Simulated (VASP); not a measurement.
Set up this calculation in VASP 6.6.1, as the native input.

```
Task                   : single point
Functional             : PBE
Potentials or basis    : VASP PAW PBE potentials, release 64 (Ga_d, H)
Cutoff                 : 520 eV
k mesh                 : 4 × 4 × 4
Occupations            : gaussian, width 0.1 eV
Spin                   : no spin polarisation
Dipole correction      : no
Further INCAR settings : ALGO = Normal; EDIFF = 1e-07; NBANDS = 18
```

The structure of GaH6 lies in POSCAR:

```
GaH6
1.0
    3.9877923600      0.0000000000      0.0000000000
    0.0000000000      3.9877923600      0.0000000000
    0.0000000000      0.0000000000      3.9877923600
Ga H
1 6
Direct
    0.0000000000      0.0000000000      0.0000000000
    0.5000000000      0.5000000000      0.2070000000
    0.5000000000      0.5000000000      0.7930000000
    0.2070000000      0.5000000000      0.5000000000
    0.7930000000      0.5000000000      0.5000000000
    0.5000000000      0.2070000000      0.5000000000
    0.5000000000      0.7930000000      0.5000000000
```

These files were run (other wordings do the same):

INCAR

```
SYSTEM = GaH6
ALGO = Normal
EDIFF = 1E-7
ENCUT = 520
GGA = PE
ISIF = 2
ISMEAR = 0
LASPH = .TRUE.
LCHARG = .TRUE.
LELF = .TRUE.
LREAL = .FALSE.
LVHAR = .TRUE.
LWAVE = .FALSE.
NBANDS = 18
NELM = 80
PREC = Accurate
SIGMA = 0.1
```

KPOINTS

```
k-points
0
G
  4 4 4
  0 0 0
```

Potentials or basis: VASP PAW PBE potentials, release 64 (Ga_d, H).

Launch:

```console
$ cat potpaw_PBE.64/Ga_d/POTCAR potpaw_PBE.64/H/POTCAR > POTCAR
$ mpirun -np 1 vasp_std > vasp.out
```

It gave:

```
Pressure      : -10.3 GPa
Largest force : 1.116 eV/Å
```

Caveat: the k points lie up to 0.39 Å⁻¹ apart; forces of over 1 eV/Å act on the atoms, so gaps and moduli don't describe the material at rest.

Wall time 13 s on 1 thread of Intel(R) Xeon(R) Platinum 8259CL CPU @ 2.50GHz (Skylake/Cascade Lake) (shared host), peak memory 0.16 GiB.
